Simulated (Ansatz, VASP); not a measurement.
# Two plane-wave programs on NbAl4N3

```
Al Nb N
1.0
    -2.89492    2.89492    2.89492
     2.89492   -2.89492    2.89492
     2.89492    2.89492   -2.89492
Al Nb N
4 1 3
Direct
  0.50000 0.50000 0.50000
  0.00000 0.00000 0.50000
  0.00000 0.50000 0.00000
  0.50000 0.00000 0.00000
  0.00000 0.00000 0.00000
  0.00000 0.50000 0.50000
  0.50000 0.00000 0.50000
  0.50000 0.50000 0.00000
```

Alike in both runs: functional PBE; k mesh 4 × 4 × 4; occupations gaussian, width 0.1 eV; collinear spin.

Ansatz relaxed the structure, and its values are those at the end. VASP's run is a single point on that final structure, the one shown.

```csv
,VASP,Ansatz
version,VASP 6.6.1,Ansatz 0.2.0
potentials or method,"VASP PAW PBE potentials, release 64 (Al, Nb_sv, N), cutoff 520 eV","scalar-relativistic, plane waves, PAW"
valence electrons in the cell,40,40
```

Ansatz gave:

```
gap on the k mesh at the Fermi level (eV) : none
pressure (GPa)                            : 0.0
net moment per atom (μB)                  : 0.00
```

Problem. Which values does VASP return?

Solution. gap on the k mesh at the Fermi level (eV): none; pressure (GPa): -0.1; net moment per atom (μB): 0.00.

A gap of «none» marks a metal or a gap that the smearing closes. The functional is the same, so the differences come from potentials, cutoffs and numerics. Ansatz's warnings: no starting moments.

The k mesh is coarse, so the values compare programs but aren't converged.
